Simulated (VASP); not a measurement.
# CdS (rocksalt type) (Fm-3m) in VASP: a series of runs

Runs on CdS (rocksalt type). Level: PBEsol. Tasks: density of states.

All numbers are computed with VASP 6.6.1; they aren't measurements. Logs are shortened: lines on timing, memory, paths and dates and some standing lists are left out, and cuts for length are marked.

## (1) The cell of the first run

The structure is cubic, space group Fm-3m (No. 225). The conventional cell has a = 4.422 Å, b = 4.422 Å, c = 4.422 Å, α = 90.00°, β = 90.00°, γ = 90.00°. Within 2.9 Å of Cd (site symmetry m-3m) lie 6 S at 2.21 Å. S (site symmetry m-3m) has 6 Cd at 2.21 Å within 2.9 Å.

## (2) Density of states, PBEsol (volume scaled by 0.55)

POSCAR

```
CdS
1.0
    0.0000000000      2.2109728379      2.2109728379
    2.2109728379      0.0000000000      2.2109728379
    2.2109728379      2.2109728379      0.0000000000
Cd S
1 1
Direct
    0.0000000000      0.0000000000      0.0000000000
    0.5000000000      0.5000000000      0.5000000000
```

INCAR.step1

```
SYSTEM = CdS
ALGO = Normal
EDIFF = 1E-6
ENCUT = 520
GGA = PS
ISIF = 2
ISMEAR = -1
LASPH = .TRUE.
LCHARG = .TRUE.
LREAL = .FALSE.
LWAVE = .FALSE.
NBANDS = 16
NELM = 80
PREC = Accurate
SIGMA = 0.08
```

KPOINTS.step1

```
k-points
0
G
  13 13 13
  0 0 0
```

INCAR.step2

```
SYSTEM = CdS
ALGO = Normal
EDIFF = 1E-6
ENCUT = 520
GGA = PS
ICHARG = 11
ISIF = 2
ISMEAR = -5
LASPH = .TRUE.
LCHARG = .FALSE.
LORBIT = 11
LREAL = .FALSE.
LWAVE = .FALSE.
NBANDS = 16
NEDOS = 1001
NELM = 80
PREC = Accurate
SIGMA = 0.08
```

KPOINTS.step2

```
k-points
0
G
  20 20 20
  0 0 0
```

Potentials or basis: VASP PAW PBE potentials, release 64 (Cd, S).

The run is started by

```bash
$ cat potpaw_PBE.64/Cd/POTCAR potpaw_PBE.64/S/POTCAR > POTCAR
$ cp INCAR.step1 INCAR
$ cp KPOINTS.step1 KPOINTS
$ mpirun -np 1 vasp_std > vasp.out
$ cp INCAR.step2 INCAR
$ cp KPOINTS.step2 KPOINTS
$ mpirun -np 1 vasp_std > vasp.out
```

OUTCAR:

```text
SYSTEM = CdS
   EDIFF = 1E-6
   ENCUT = 520
   GGA = PS
   ICHARG = 11
   ISIF = 2
   ISMEAR = -5
   LASPH = .TRUE.
   LORBIT = 11
   LREAL = .FALSE.
   NELM = 80
   PREC = Accurate

 ion  position               nearest neighbor table
   1  0.000  0.000  0.000-   2 2.21   2 2.21   2 2.21   2 2.21   2 2.21   2 2.21
   2  0.500  0.500  0.500-   1 2.21   1 2.21   1 2.21   1 2.21   1 2.21   1 2.21

  LATTYP: Found a face centered cubic cell.
 ALAT       =     4.4219456758

  Lattice vectors:

 A1 = (   0.0000000000,   2.2109728379,   2.2109728379)
 A2 = (   2.2109728379,   0.0000000000,   2.2109728379)
 A3 = (   2.2109728379,   2.2109728379,   0.0000000000)

Analysis of symmetry for initial positions (statically):
=====================================================================
 Subroutine PRICEL returns:
 Original cell was already a primitive cell.

 Routine SETGRP: Setting up the symmetry group for a
 face centered cubic supercell.

 Subroutine GETGRP returns: Found 48 space group operations
 (whereof 48 operations were pure point group operations)
 out of a pool of 48 trial point group operations.

The static configuration has the point symmetry O_h .

Analysis of symmetry for dynamics (positions and initial velocities):
=====================================================================
 Subroutine PRICEL returns:
 Original cell was already a primitive cell.

 Routine SETGRP: Setting up the symmetry group for a
 face centered cubic supercell.

 Subroutine GETGRP returns: Found 48 space group operations
 (whereof 48 operations were pure point group operations)
 out of a pool of 48 trial point group operations.

The dynamic configuration has the point symmetry O_h .

 Subroutine INISYM returns: Found 48 space group operations
 (whereof 48 operations are pure point group operations),
 and found     1 'primitive' translations

----------------------------------------------------------------------------------------

                                     Primitive cell

  volume of cell :      21.6162

  direct lattice vectors                    reciprocal lattice vectors
     0.000000000  2.210972838  2.210972838    -0.226144795  0.226144795  0.226144795
     2.210972838  0.000000000  2.210972838     0.226144795 -0.226144795  0.226144795
     2.210972838  2.210972838  0.000000000     0.226144795  0.226144795 -0.226144795

  length of vectors
     3.126787773  3.126787773  3.126787773     0.391694275  0.391694275  0.391694275

  position of ions in fractional coordinates (direct lattice)
     0.000000000  0.000000000  0.000000000
     0.500000000  0.500000000  0.500000000

  ion indices of the primitive-cell ions
   primitive index   ion index
                 1           1
                 2           2

----------------------------------------------------------------------------------------

 KPOINTS: k-points

Automatic generation of k-mesh.
 Grid dimensions read from file:
 generate k-points for:   20   20   20

 Generating k-lattice:

  Cartesian coordinates                     Fractional coordinates (reciprocal lattice)
    -0.011307240  0.011307240  0.011307240     0.050000000  0.000000000  0.000000000
     0.011307240 -0.011307240  0.011307240     0.000000000  0.050000000  0.000000000
     0.011307240  0.011307240 -0.011307240     0.000000000  0.000000000  0.050000000

  Length of vectors
     0.019584714  0.019584714  0.019584714

  Shift w.r.t. Gamma in fractional coordinates (k-lattice)
     0.000000000  0.000000000  0.000000000

 TETIRR: Found   1093 inequivalent tetrahedra from    48000

 Subroutine IBZKPT returns following result:
 ===========================================

 Found    256 irreducible k-points:

 Following reciprocal coordinates:
            Coordinates               Weight
  0.000000  0.000000  0.000000      1.000000
  0.050000  0.000000  0.000000      8.000000
  0.100000  0.000000  0.000000      8.000000
  0.150000  0.000000  0.000000      8.000000
  0.200000  0.000000  0.000000      8.000000
  0.250000  0.000000  0.000000      8.000000
[... 16 lines left out ...]
 -0.400000  0.050000  0.000000     24.000000
 -0.350000  0.050000  0.000000     24.000000
 [... further k-points ...]
   k-points           NKPTS =    256   k-points in BZ     NKDIM =    256   number of bands    NBANDS=     16
   number of dos      NEDOS =   1001   number of ions     NIONS =      2
   total plane-waves  NPLWV =  13824
   dimension x,y,z NGX =    24 NGY =   24 NGZ =   24
   dimension x,y,z NGXF=    48 NGYF=   48 NGZF=   48
   ions per type =               1   1
   NGX,Y,Z   is equivalent  to a cutoff of  12.76, 12.76, 12.76 a.u.
   NGXF,Y,Z  is equivalent  to a cutoff of  25.52, 25.52, 25.52 a.u.
 SYSTEM =  CdS
   PREC   = accura    normal or accurate (medium, high low for compatibility)
   ISTART =      0    job   : 0-new  1-cont  2-samecut
   ICHARG =     11    charge: 1-file 2-atom 10-const
   ISPIN  =      1    spin polarized calculation?
   LNONCOLLINEAR =      F non collinear calculations
   LSORBIT =      F    spin-orbit coupling
   LASPH  =      T    aspherical Exc in radial PAW
   ENCUT  =  520.0 eV  38.22 Ry    6.18 a.u.   5.81  5.81  5.81*2*pi/ulx,y,z
   NELM   =     80;   NELMIN=  2; NELMDL=  0     # of ELM steps
   EDIFF  = 0.1E-05   stopping-criterion for ELM
   LREAL  =      F    real-space projection
   EDIFFG = 0.1E-04   stopping-criterion for IOM
   NSW    =      0    number of steps for IOM
   IBRION =     -1    ionic relax: 0-MD 1-quasi-New 2-CG
   NFREE  =      0    steps in history (QN), initial steepest desc. (CG)
   ISIF   =      2    stress and relaxation
   ISYM   =      2    0-nonsym 1-usesym 2-fastsym
   POTIM  = 0.5000    time-step for ionic-motion
   TEBEG  =    0.0;   TEEND  =   0.0 temperature during run
   PSTRESS=    0.0 pullay stress
   NELECT =      18.0000    total number of electrons
   NUPDOWN=      -1.0000    fix difference up-down
   EMIN   =  10.00;   EMAX   =-10.00  energy-range for DOS
   EFERMI =   0.00;   METHOD = LEGACY
   ISMEAR =    -5;   SIGMA  =   0.08  broadening in eV -4-tet -1-fermi 0-gaus
   EFERMI_NEDOS =   21; number of points for ismear=-14 and -15
   IALGO  =     38    algorithm
   IMIX   =      4    mixing-type and parameters
     AMIX     =   0.40;   BMIX     =  1.00
     AMIX_MAG =   1.60;   BMIX_MAG =  1.00
  volume/ion in A,a.u.               =      10.81        72.94
  Fermi-wavevector in a.u.,A,eV,Ry     =   1.540183  2.910523 32.275236  2.372163
  Thomas-Fermi vector in A             =   2.646306
   LORBIT       =     11    0 simple, 1 ext, 2 COOP (PROOUT), +10 PAW based schemes
   GGA     = PS    functional components
   LHFCALC =     F    Hartree Fock is set to
   AEXX    =    0.0000 exact exchange contribution
   IVDW    =     0    specifies the selected vdW correction
   LEPSILON=     F    determine dielectric tensor
   LRPA    =     F    only Hartree local field effects (RPA)
 non-spin polarized calculation
 Fermi weights with tetrahedron method with Bloechl corrections
  energy-cutoff  :      520.00
  volume of cell :       21.62
 maximum number of plane-waves:       604

 number of electron      18.0000004 magnetization

 Free energy of the ion-electron system (eV)
  ---------------------------------------------------
  ext. energy  EPLUGINS =         0.00000000
  ---------------------------------------------------
  free energy    TOTEN  =         0.00192835 eV

  energy without entropy =        0.00192835  energy(sigma->0) =        0.00192835

 E-fermi :  12.3331     XC(G=0): -14.0837

 val. band max:       12.5672427889   @ k =   0.5000   0.0000   0.0000
 cond. band min:      12.2611719194   @ k =   0.4500   0.4000   0.0000
 fundamental gap:     -0.3060708695
 Fermi energy:        12.3330621289

 k-point     1 :       0.0000    0.0000    0.0000
  band No.  band energies     occupation
      1      -7.9628      2.00000
      2       0.6013      2.00000
      3       0.6013      2.00000
      4       0.6013      2.00000
      5       0.6312      2.00000
      6       0.6312      2.00000
[... 8 lines left out ...]
     15      26.6287      0.00000
     16      26.6287      0.00000

 k-point     2 :       0.0500    0.0000    0.0000
  band No.  band energies     occupation
      1      -7.9089      2.00000
      2       0.5783      2.00000
      3       0.5831      2.00000
      4       0.5831      2.00000
      5       0.6330      2.00000
      6       0.6330      2.00000
[... 8 lines left out ...]
     15      25.8283      0.00000
     16      25.8283      0.00000

 k-point     3 :       0.1000    0.0000    0.0000
  band No.  band energies     occupation
      1      -7.7485      2.00000
      2       0.4698      2.00000
      3       0.4698      2.00000
      4       0.5082      2.00000
      5       0.7030      2.00000
      6       0.7030      2.00000
[... 8 lines left out ...]
     15      24.7550      0.00000
     16      24.7550      0.00000

 k-point     4 :       0.1500    0.0000    0.0000
  band No.  band energies     occupation
      1      -7.4850      2.00000
      2       0.2992      2.00000
      3       0.2992      2.00000
      4       0.3872      2.00000
      5       0.8168      2.00000
      6       0.8168      2.00000
[... 8 lines left out ...]
     15      23.9592      0.00000
     16      23.9898      0.00000
[... 324 lines left out ...]
 k-point    22 :      -0.4500    0.0500    0.0000
  band No.  band energies     occupation
      1      -4.4134      2.00000
      2      -1.7788      2.00000
      3      -0.6889      2.00000
      4      -0.6336      2.00000
      5       1.6982      2.00000
      6       1.7381      2.00000
[... 8 lines left out ...]
     15      26.0761      0.00000
     16      27.5008      0.00000

 k-point    23 :      -0.4000    0.0500    0.0000
  band No.  band energies     occupation
      1      -4.8236      2.00000
      2      -1.4270      2.00000
      3      -0.6476      2.00000
      4      -0.5472      2.00000
      5       1.6069      2.00000
      6       1.6914      2.00000
[... 8 lines left out ...]
     15      26.0387      0.00000
     16      26.8331      0.00000

 k-point    24 :      -0.3500    0.0500    0.0000
  band No.  band energies     occupation
      1      -5.3728      2.00000
      2      -0.9920      2.00000
      3      -0.5555      2.00000
      4      -0.4078      2.00000
      5       1.4707      2.00000
      6       1.5895      2.00000
[... 8 lines left out ...]
     15      25.8776      0.00000
     16      26.0844      0.00000

 [... further k-points ...]
[... 5 lines left out ...]
  --------------------------------------------------------------------------------------
  -------------------------------------------------------------------------------------
  Total       28.2698923     28.2698923     28.2698923     -0.0000000      0.0000000     -0.0000000
  in kB     2095.3400704   2095.3400704   2095.3400704     -0.0000000      0.0000000     -0.0000000
  external PRESSURE =    2095.3400704 kB  Pullay stress =       0.0000000 kB

 VOLUME and BASIS-vectors are now :
 -----------------------------------------------------------------------------
  energy-cutoff  :      520.00
  volume of cell :       21.62
      direct lattice vectors                 reciprocal lattice vectors
     0.000000000  2.210972838  2.210972838    -0.226144795  0.226144795  0.226144795
     2.210972838  0.000000000  2.210972838     0.226144795 -0.226144795  0.226144795
     2.210972838  2.210972838  0.000000000     0.226144795  0.226144795 -0.226144795

 POSITION                                       TOTAL-FORCE (eV/Angst)
 -----------------------------------------------------------------------------------
      0.00000      0.00000      0.00000         0.000000     -0.000000      0.000000
      2.21097      2.21097      2.21097        -0.000000      0.000000     -0.000000
 -----------------------------------------------------------------------------------
    total drift:                                0.000000     -0.000000     -0.000000

  FREE ENERGIE OF THE ION-ELECTRON SYSTEM (eV)
  ---------------------------------------------------
  free  energy   TOTEN  =         0.0019283511 eV

  energy  without entropy=        0.0019283511  energy(sigma->0) =        0.00192835

 total charge

# of ion       s       p       d       tot
------------------------------------------
    1        0.627   0.840   9.765  11.233
    2        1.360   2.767   0.000   4.127
--------------------------------------------------
tot          1.987   3.607   9.765  15.360
```

It took 44 s on 1 thread of AMD EPYC 7R13 (Zen 3), shared host; peak memory 0.18 GiB.

Results:

```
Valence electrons inside the program's atomic spheres : Cd 11.23; S 4.13
```

Caveat: the cell differs from its parent crystal (volume scaled by 0.55); the PAW data sets were made with another functional, which shifts forces and pressure a little; tetrahedron occupations give inexact forces and stress in metals.

## (3) Density of states, PBEsol

This run uses another cell than the first one, of 19.65 Å³/atom, 1.818 times its volume.

POSCAR

```
CdS
1.0
    0.0000000000      2.6985419728      2.6985419728
    2.6985419728      0.0000000000      2.6985419728
    2.6985419728      2.6985419728      0.0000000000
Cd S
1 1
Direct
    0.0000000000      0.0000000000      0.0000000000
    0.5000000000      0.5000000000      0.5000000000
```

INCAR.step1

```
SYSTEM = CdS
PREC = Accurate
ENCUT = 520
EDIFF = 1E-6
ISMEAR = -1
SIGMA = 0.08
LREAL = .False.
LASPH = .True.
NELM = 60
ALGO = Normal
ISIF = 2
LWAVE = .False.
LCHARG = .True.
GGA = PS
NBANDS = 16
```

KPOINTS.step1

```
Automatic mesh
0
Gamma
  13 13 13
  0 0 0
```

INCAR.step2

```
SYSTEM = CdS
PREC = Accurate
ENCUT = 520
EDIFF = 1E-6
ISMEAR = -5
SIGMA = 0.08
LREAL = .False.
LASPH = .True.
NELM = 60
ALGO = Normal
ISIF = 2
LWAVE = .False.
LCHARG = .False.
GGA = PS
LORBIT = 10
NBANDS = 16
NEDOS = 2001
ICHARG = 11
```

KPOINTS.step2

```
Automatic mesh
0
Gamma
  20 20 20
  0 0 0
```

Potentials or basis: VASP PAW PBE potentials, release 64 (Cd, S).

The run is started by

```bash
$ cat potpaw_PBE.64/Cd/POTCAR potpaw_PBE.64/S/POTCAR > POTCAR
$ cp INCAR.step1 INCAR
$ cp KPOINTS.step1 KPOINTS
$ mpirun -np 1 vasp_std > vasp.out
$ cp INCAR.step2 INCAR
$ cp KPOINTS.step2 KPOINTS
$ mpirun -np 1 vasp_std > vasp.out
```

Wall time 76 s (1 thread of AMD EPYC 7R13 (Zen 3), shared host); peak memory 0.24 GiB.

The run converged. Its results:

- Valence electrons inside the program's atomic spheres: Cd 10.24; S 3.69

Levels at points of the mesh, in eV from the valence-band top:
| k point | band 7 | band 8 | band 9 | band 10 | band 11 | band 12 |
| --- | --- | --- | --- | --- | --- | --- |
| (0.00, 0.00, 0.00) | -0.85 | -0.85 | -0.85 | 0.97 | 9.16 | 9.16 |
| (0.50, 0.00, 0.00) | -5.10 | 0.00 | 0.00 | 3.32 | 5.77 | 5.77 |
| (0.50, 0.50, 0.00) | -4.60 | -2.35 | -2.35 | 0.12 | 5.84 | 10.00 |

Caveat: the PAW data sets were made with another functional, which shifts forces and pressure a little.

[end of part 1 of 2]
